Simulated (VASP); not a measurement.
# AlN in VASP: notebook

The runs below take AlN through single point, with PBE.

Program: VASP 6.6.1. These are calculated values, not measurements. Logs are shortened: lines on timing, memory, paths and dates and some standing lists are left out, and cuts for length are marked.

## 1. The cell of the first run

The structure is monoclinic, space group C2/m (No. 12). The conventional cell has a = 4.522 Å, b = 2.878 Å, c = 2.892 Å, α = 90.00°, β = 117.53°, γ = 90.00°. Al (site symmetry 2/m) has 6 N at 2.04 Å and 4 Al at 2.68 Å within 2.7 Å. Within 2.7 Å of N (site symmetry 2/m) lie 6 Al at 2.04 Å and 4 N at 2.68 Å.

## 2. Single point, PBE (engineering shear strain xz -0.1400, engineering shear strain yz -0.1400)

Input file INCAR:

```
PREC     = Accurate       # precision mode
ENCUT    = 520            # plane-wave cutoff, eV
EDIFF    = 1E-6           # SCF threshold, eV
ISMEAR   = 0              # smearing method
SIGMA    = 0.05           # smearing width, eV
LREAL    = False          # projectors in reciprocal space
LASPH    = True           # aspherical terms in the spheres
NELM     = 80             # most SCF steps
ALGO     = Normal         # electronic algorithm
ISIF     = 2              # what is computed and relaxed
LWAVE    = False          # write WAVECAR
LCHARG   = True           # write CHGCAR
GGA      = PE             # functional
LELF     = True           # ELF
LVHAR    = True         
NBANDS   = 11             # bands
```

Input file KPOINTS:

```
Automatic mesh
0
Gamma
  10 10 10
```

Input file POSCAR:

```
AlN
1.0
   -0.1424437406      1.8924668396      1.8924668396
    1.8924668396     -0.1424437406      1.8924668396
    2.0349105802      2.0349105802     -0.2848874812
Al N
1 1
Direct
    0.5000000000      0.5000000000      0.5000000000
    0.0000000000      0.0000000000      0.0000000000
```

Potentials or basis: VASP PAW PBE potentials, release 64 (Al, N).

Launch:

```sh
cat potpaw_PBE.64/Al/POTCAR potpaw_PBE.64/N/POTCAR > POTCAR
mpirun -np 1 vasp_std > vasp.out
```

OUTCAR:

```text
PREC = Accurate
   ENCUT = 520
   EDIFF = 1E-6
   ISMEAR = 0
   LREAL = False
   LASPH = True
   NELM = 80
   ISIF = 2
   GGA = PE

 ion  position               nearest neighbor table
   1  0.500  0.500  0.500-   2 2.04   2 2.04   2 2.04   2 2.04   2 2.04   2 2.04
   2  0.000  0.000  0.000-   1 2.04   1 2.04   1 2.04   1 2.04   1 2.04   1 2.04

  LATTYP: Found a base centered monoclinic cell.
 ALAT       =     4.5222654334
 B/A-ratio  =     0.6363620586
 C/A-ratio  =     0.6394726304
 COS(beta)  =    -0.4621579775

  Lattice vectors:

 A1 = (   0.1424437406,  -1.8924668396,  -1.8924668396)
 A2 = (  -1.8924668396,   0.1424437406,  -1.8924668396)
 A3 = (   2.0349105802,   2.0349105802,  -0.2848874812)

Analysis of symmetry for initial positions (statically):
=====================================================================
 Subroutine PRICEL returns:
 Original cell was already a primitive cell.

 Routine SETGRP: Setting up the symmetry group for a
 base centered monoclinic supercell.

 Subroutine GETGRP returns: Found  4 space group operations
 (whereof  4 operations were pure point group operations)
 out of a pool of  4 trial point group operations.

The static configuration has the point symmetry C_2h.

Analysis of symmetry for dynamics (positions and initial velocities):
=====================================================================
 Subroutine PRICEL returns:
 Original cell was already a primitive cell.

 Routine SETGRP: Setting up the symmetry group for a
 base centered monoclinic supercell.

 Subroutine GETGRP returns: Found  4 space group operations
 (whereof  4 operations were pure point group operations)
 out of a pool of  4 trial point group operations.

The dynamic configuration has the point symmetry C_2h.

 Subroutine INISYM returns: Found  4 space group operations
 (whereof  4 operations are pure point group operations),
 and found     1 'primitive' translations

----------------------------------------------------------------------------------------

                                     Primitive cell

  volume of cell :      16.6874

  direct lattice vectors                    reciprocal lattice vectors
    -0.142443741  1.892466840  1.892466840    -0.228341044  0.263081041  0.248142842
     1.892466840 -0.142443741  1.892466840     0.263081041 -0.228341044  0.248142842
     2.034910580  2.034910580 -0.284887481     0.230772843  0.230772843 -0.213402844

  length of vectors
     2.680140238  2.680140238  2.891864972     0.427698652  0.427698652  0.389939719
[... 89 lines left out ...]
   POTIM  = 0.5000    time-step for ionic-motion
   TEBEG  =    0.0;   TEEND  =   0.0 temperature during run
   PSTRESS=    0.0 pullay stress
   NELECT =       8.0000    total number of electrons
   NUPDOWN=      -1.0000    fix difference up-down
   EMIN   =  10.00;   EMAX   =-10.00  energy-range for DOS
   EFERMI =   0.00;   METHOD = LEGACY
   ISMEAR =     0;   SIGMA  =   0.05  broadening in eV -4-tet -1-fermi 0-gaus
   EFERMI_NEDOS =   21; number of points for ismear=-14 and -15
   IALGO  =     38    algorithm
   IMIX   =      4    mixing-type and parameters
     AMIX     =   0.40;   BMIX     =  1.00
     AMIX_MAG =   1.60;   BMIX_MAG =  1.00
  volume/ion in A,a.u.               =       8.34        56.31
  Fermi-wavevector in a.u.,A,eV,Ry     =   1.281274  2.421256 22.336166  1.641662
  Thomas-Fermi vector in A             =   2.413653
   LORBIT       =      0    0 simple, 1 ext, 2 COOP (PROOUT), +10 PAW based schemes
   GGA     = PE    functional components
   LHFCALC =     F    Hartree Fock is set to
   AEXX    =    0.0000 exact exchange contribution
   IVDW    =     0    specifies the selected vdW correction
   LEPSILON=     F    determine dielectric tensor
   LRPA    =     F    only Hartree local field effects (RPA)
 non-spin polarized calculation
 Gauss-broadening in eV      SIGMA  =   0.05
  energy-cutoff  :      520.00
  volume of cell :       16.69
 maximum number of plane-waves:       463
   NGX =  9   NGY =  9   NGZ = 11

 number of electron       8.0000002 magnetization

 Free energy of the ion-electron system (eV)
  ---------------------------------------------------
  ext. energy  EPLUGINS =         0.00000000
  ---------------------------------------------------
  free energy    TOTEN  =       -13.91634947 eV

  energy without entropy =      -13.91634947  energy(sigma->0) =      -13.91634947

 E-fermi :  11.4208     XC(G=0): -12.2588

 val. band max:       11.2171899142   @ k =   0.0000   0.0000   0.0000
 cond. band min:      12.5455928929   @ k =   0.5000   0.0000   0.5000
 fundamental gap:      1.3284029787
 Fermi energy:        11.4208084985

 k-point     1 :       0.0000    0.0000    0.0000
  band No.  band energies     occupation
      1      -7.5465      2.00000
      2       8.5190      2.00000
      3      10.1051      2.00000
      4      11.2172      2.00000
      5      14.0892      0.00000
      6      20.2587      0.00000
      7      21.7762      0.00000
      8      25.8415      0.00000
      9      25.9983      0.00000
     10      27.9421      0.00000
     11      28.3431      0.00000
[... 309 lines left out ...]
 k-point    24 :       0.4000    0.3000   -0.0000
  band No.  band energies     occupation
      1      -4.4396      2.00000
      2       4.2018      2.00000
      3       7.1295      2.00000
      4       7.8523      2.00000
      5      16.0780      0.00000
      6      16.7879      0.00000
      7      20.4653      0.00000
      8      25.0143      0.00000
      9      26.6128      0.00000
     10      31.3873      0.00000
     11      33.5693      0.00000

 [... further k-points ...]

------------------------ aborting loop because EDIFF is reached ----------------------------------------

  FORCE on cell =-STRESS in cart. coord.  units (eV):
  Direction    XX          YY          ZZ          XY          YZ          ZX
  --------------------------------------------------------------------------------------
  -------------------------------------------------------------------------------------
  Total        0.2148046      0.2148046      1.1031905     -0.8990698      4.4268973      4.4268973
  in kB       20.6236370     20.6236370    105.9185939    -86.3207303    425.0315041    425.0315043
  external PRESSURE =      49.0552893 kB  Pullay stress =       0.0000000 kB

 VOLUME and BASIS-vectors are now :
 -----------------------------------------------------------------------------
  energy-cutoff  :      520.00
  volume of cell :       16.69
      direct lattice vectors                 reciprocal lattice vectors
    -0.142443741  1.892466840  1.892466840    -0.228341044  0.263081041  0.248142842
     1.892466840 -0.142443741  1.892466840     0.263081041 -0.228341044  0.248142842
     2.034910580  2.034910580 -0.284887481     0.230772843  0.230772843 -0.213402844

 POSITION                                       TOTAL-FORCE (eV/Angst)
 -----------------------------------------------------------------------------------
      1.89247      1.89247      1.75002         0.000000      0.000000     -0.000000
      0.00000      0.00000      0.00000        -0.000000     -0.000000      0.000000
 -----------------------------------------------------------------------------------
    total drift:                                0.000000     -0.000000     -0.000000

  FREE ENERGIE OF THE ION-ELECTRON SYSTEM (eV)
  ---------------------------------------------------
  free  energy   TOTEN  =       -13.9163494656 eV

  energy  without entropy=      -13.9163494656  energy(sigma->0) =      -13.91634947
```

Wall time 48 s (1 thread of Intel Xeon 8259CL, shared host); peak memory 0.16 GiB.

What came out:

- Free energy: -13.9163 eV
- Pressure: 4.9 GPa
- Band gap on the k mesh: 1.33 eV (least direct gap 2.87 eV)

Stress tensor (GPa, compression positive):
```
 2.06 -8.63 42.50
-8.63  2.06 42.50
42.50 42.50 10.59
```

Levels at points of the mesh, in eV from the valence-band top:
```tsv
k point	band 2	band 3	band 4	band 5	band 6	band 7
(0.00, 0.00, 0.00)	-2.70	-1.11	0.00	2.87	9.04	10.56
(0.50, 0.00, 0.00)	-9.53	-2.99	-1.39	3.89	9.29	10.69
(0.50, 0.50, 0.00)	-8.52	-4.10	-3.86	3.24	4.02	10.76
(0.00, 0.00, 0.50)	-10.55	-1.74	-0.81	6.39	10.04	11.06
(0.50, 0.00, 0.50)	-8.59	-5.38	-2.45	1.33	6.08	11.42
(0.50, 0.50, 0.50)	-8.51	-3.60	-2.77	2.64	7.51	7.92
```

Caveat: the cell differs from its parent crystal (engineering shear strain xz -0.1400, engineering shear strain yz -0.1400); the cell stands under pressure. A k mesh can miss the band edges.

## 3. Single point, PBE (engineering shear strain xz -0.0700, engineering shear strain yz -0.0700)

Input file INCAR:

```
SYSTEM = AlN
PREC = Accurate
ENCUT = 520
EDIFF = 1E-7
ISMEAR = 0
SIGMA = 0.05
LREAL = .False.
LASPH = .True.
NELM = 60
ALGO = Normal
ISIF = 2
LWAVE = .False.
LCHARG = .False.
GGA = PE
NBANDS = 11
```

Input file KPOINTS:

```
Automatic mesh
0
Gamma
  10 10 10
  0 0 0
```

Input file POSCAR:

```
AlN
1.0
   -0.0712218703      1.9636887099      1.9636887099
    1.9636887099     -0.0712218703      1.9636887099
    2.0349105802      2.0349105802     -0.1424437406
Al N
1 1
Direct
    0.5000000000      0.5000000000      0.5000000000
    0.0000000000      0.0000000000      0.0000000000
```

Potentials or basis: VASP PAW PBE potentials, release 64 (Al, N).

Launch:

```sh
cat potpaw_PBE.64/Al/POTCAR potpaw_PBE.64/N/POTCAR > POTCAR
mpirun -np 1 vasp_std > vasp.out
```

It took 60 s on 1 thread of Intel Xeon 8259CL, shared host; peak memory 0.17 GiB.

Results (log left out):

```
Free energy            : -14.3883 eV
Pressure               : 1.1 GPa
Band gap on the k mesh : 3.00 eV (least direct gap 4.40 eV)
```

Stress tensor (GPa, compression positive):
```
 0.40 -2.10 21.38
-2.10  0.40 21.38
21.38 21.38  2.47
```

Levels at points of the mesh, in eV from the valence-band top:
```tsv
k point	band 1	band 2	band 3	band 4	band 5	band 6	band 7	band 8
(0.00, 0.00, 0.00)	-18.06	-1.36	-0.62	0.00	4.40	10.25	11.37	13.21
(0.50, 0.00, 0.00)	-14.86	-8.86	-2.07	-1.27	5.11	9.88	10.93	12.09
(0.50, 0.50, 0.00)	-13.86	-7.91	-3.42	-3.37	3.78	4.66	12.56	16.04
(0.00, 0.00, 0.50)	-15.20	-9.37	-1.43	-0.97	6.22	10.94	11.57	11.75
(0.50, 0.00, 0.50)	-13.89	-7.93	-4.10	-2.65	3.00	5.49	12.81	16.10
(0.50, 0.50, 0.50)	-14.48	-8.35	-2.38	-1.94	4.35	8.99	9.38	12.83
```

Caveat: the cell differs from its parent crystal (engineering shear strain xz -0.0700, engineering shear strain yz -0.0700).

## 4. Single point, PBE (engineering shear strain xz -0.1050, engineering shear strain yz -0.1050)

Input file INCAR:

```
SYSTEM = AlN
ALGO = Normal ; EDIFF = 1E-6
ENCUT = 520 ; GGA = PE
ISIF = 2 ; ISMEAR = 0
LASPH = .True. ; LCHARG = .True.
LELF = .True. ; LREAL = .False.
LVHAR = .True. ; LWAVE = .False.
NBANDS = 11 ; NELM = 100
PREC = Accurate ; SIGMA = 0.05
```

Input file KPOINTS:

```
k-points
0
Gamma
  10 10 10
  0 0 0
```

Input file POSCAR:

```
AlN
1.0
   -0.1068328055      1.9280777747      1.9280777747
    1.9280777747     -0.1068328055      1.9280777747
    2.0349105802      2.0349105802     -0.2136656109
Al N
1 1
Direct
    0.5000000000      0.5000000000      0.5000000000
    0.0000000000      0.0000000000      0.0000000000
```

Potentials or basis: VASP PAW PBE potentials, release 64 (Al, N).

Launch:

```sh
cat potpaw_PBE.64/Al/POTCAR potpaw_PBE.64/N/POTCAR > POTCAR
mpirun -np 1 vasp_std > vasp.out
```

OUTCAR:

```text
SYSTEM = AlN
   EDIFF = 1E-6
   ENCUT = 520
   GGA = PE
   ISIF = 2
   ISMEAR = 0
   LASPH = .True.
   LREAL = .False.
   NELM = 100
   PREC = Accurate

 ion  position               nearest neighbor table
   1  0.500  0.500  0.500-   2 2.04   2 2.04   2 2.04   2 2.04   2 2.04   2 2.04
   2  0.000  0.000  0.000-   1 2.04   1 2.04   1 2.04   1 2.04   1 2.04   1 2.04

  LATTYP: Found a base centered monoclinic cell.
 ALAT       =     4.6372192203
 B/A-ratio  =     0.6205870381
 C/A-ratio  =     0.6222951803
 COS(beta)  =    -0.4923296275
[... 527 lines left out ...]

  FORCE on cell =-STRESS in cart. coord.  units (eV):
  Direction    XX          YY          ZZ          XY          YZ          ZX
  --------------------------------------------------------------------------------------
  -------------------------------------------------------------------------------------
  Total        0.1123596      0.1123596      0.6064791     -0.4998960      3.3468855      3.3468855
  in kB       10.7412677     10.7412677     57.9777168    -47.7886687    319.9529570    319.9529570
  external PRESSURE =      26.4867507 kB  Pullay stress =       0.0000000 kB

 VOLUME and BASIS-vectors are now :
 -----------------------------------------------------------------------------
  energy-cutoff  :      520.00
  volume of cell :       16.76
      direct lattice vectors                 reciprocal lattice vectors
    -0.106832806  1.928077775  1.928077775    -0.232739708  0.258682377  0.247073033
     1.928077775 -0.106832806  1.928077775     0.258682377 -0.232739708  0.247073033
     2.034910580  2.034910580 -0.213665611     0.234101698  0.234101698 -0.221130364

 POSITION                                       TOTAL-FORCE (eV/Angst)
 -----------------------------------------------------------------------------------
      1.92808      1.92808      1.82124         0.000000      0.000000      0.000000
      0.00000      0.00000      0.00000        -0.000000     -0.000000     -0.000000
 -----------------------------------------------------------------------------------
    total drift:                                0.000000     -0.000000     -0.000000

  FREE ENERGIE OF THE ION-ELECTRON SYSTEM (eV)
  ---------------------------------------------------
  free  energy   TOTEN  =       -14.1914686233 eV

  energy  without entropy=      -14.1914686233  energy(sigma->0) =      -14.19146862
```

stdout:

```text
POSCAR found type information on POSCAR AlN
 POSCAR found :  2 types and       2 ions
 scaLAPACK will be used
 LDA part: xc-table for (Slater+PW92), standard interpolation
 POSCAR, INCAR and KPOINTS ok, starting setup
 FFT: planning ... GRIDC
 FFT: planning ... GRID_SOFT
 FFT: planning ... GRID
 WAVECAR not read
 entering main loop
```

Wall time 54 s (1 thread of Intel Xeon 8259CL, shared host); peak memory 0.16 GiB.

Results:

```
Free energy            : -14.1915 eV
Pressure               : 2.6 GPa
Band gap on the k mesh : 2.16 eV (least direct gap 3.69 eV)
```

Caveat: the cell differs from its parent crystal (engineering shear strain xz -0.1050, engineering shear strain yz -0.1050).

## 5. Single point, PBE (engineering shear strain xz -0.1400, engineering shear strain yz -0.1050)

Input file INCAR:

```
SYSTEM = AlN
  PREC = Accurate
  ENCUT = 520
  EDIFF = 1E-6
  ISMEAR = 0
  SIGMA = 0.05
  LREAL = .False.
  LASPH = .True.
  NELM = 60
  ALGO = Normal
  ISIF = 2
  LWAVE = .False.
  LCHARG = .False.
  GGA = PE
  NBANDS = 11
```

Input file KPOINTS:

```
Automatic mesh
0
Gamma
  10 10 10
  0 0 0
```

Input file POSCAR:

```
AlN
1.0
   -0.1424437406      1.9280777747      1.9280777747
    1.8924668396     -0.1068328055      1.8924668396
    2.0349105802      2.0349105802     -0.2492765461
Al N
1 1
Direct
    0.5000000000      0.5000000000      0.5000000000
    0.0000000000      0.0000000000      0.0000000000
```

Launch:

```sh
cat potpaw_PBE.64/Al/POTCAR potpaw_PBE.64/N/POTCAR > POTCAR
mpirun -np 1 vasp_std > vasp.out
```

It took 90 s on 1 thread of Intel Xeon 8259CL, shared host; peak memory 0.2 GiB.

The run converged. Its results:

```
Free energy            : -14.0529 eV
Pressure               : 3.8 GPa
Band gap on the k mesh : 1.44 eV (least direct gap 3.25 eV)
```

Stress tensor (GPa, compression positive):
```
 3.43 -6.42 43.03
-6.42 -0.29 31.60
43.03 31.60  8.19
```

Levels at points of the mesh, in eV from the valence-band top:
```
           k point  band 2  band 3  band 4  band 5  band 6  band 7
(0.00, 0.00, 0.00)   -2.40   -1.06    0.00    3.25    9.16   10.85
(0.50, 0.00, 0.00)   -9.52   -2.73   -1.24    4.37    9.71   10.82
(0.00, 0.50, 0.00)   -9.26   -2.87   -1.56    3.98    9.06   11.04
(0.50, 0.50, 0.00)   -8.41   -3.96   -3.78    3.34    4.15   11.17
(0.00, 0.00, 0.50)  -10.29   -1.72   -0.86    6.29   10.37   11.02
(0.50, 0.00, 0.50)   -8.47   -5.26   -2.35    1.44    6.19   11.94
(0.00, 0.50, 0.50)   -8.44   -4.93   -2.74    1.99    5.58   11.55
(0.50, 0.50, 0.50)   -8.51   -3.34   -2.59    3.03    7.78    8.32
```

Caveat: the cell differs from its parent crystal (engineering shear strain xz -0.1400, engineering shear strain yz -0.1050); the cell stands under pressure. A k mesh can miss the band edges.

## 6. Summary

```csv
cell,gap on the mesh (eV),pressure (GPa)
"a = 2.680, b = 2.680, c = 2.892 Å, angles 67.1, 67.1, 64.9°, 2 atoms",1.33,4.9
"a = 2.778, b = 2.778, c = 2.881 Å, angles 63.5, 63.5, 62.4°, 2 atoms",3.00,1.1
"a = 2.729, b = 2.729, c = 2.886 Å, angles 65.3, 65.3, 63.6°, 2 atoms",2.16,2.6
"a = 2.730, b = 2.678, c = 2.889 Å, angles 65.9, 66.4, 64.3°, 2 atoms",1.44,3.8
```

Alike in all rows: task single point; level PBE; potentials or basis VASP PAW PBE potentials, release 64 (Al, N); no spin polarisation; k mesh 10 × 10 × 10; cutoff (eV) 520; smearing gaussian 0.05 eV.

Caveats: the cell stands under pressure (at least some runs).

Total energies depend on the potentials used, so only differences within one code and one set of settings carry meaning.
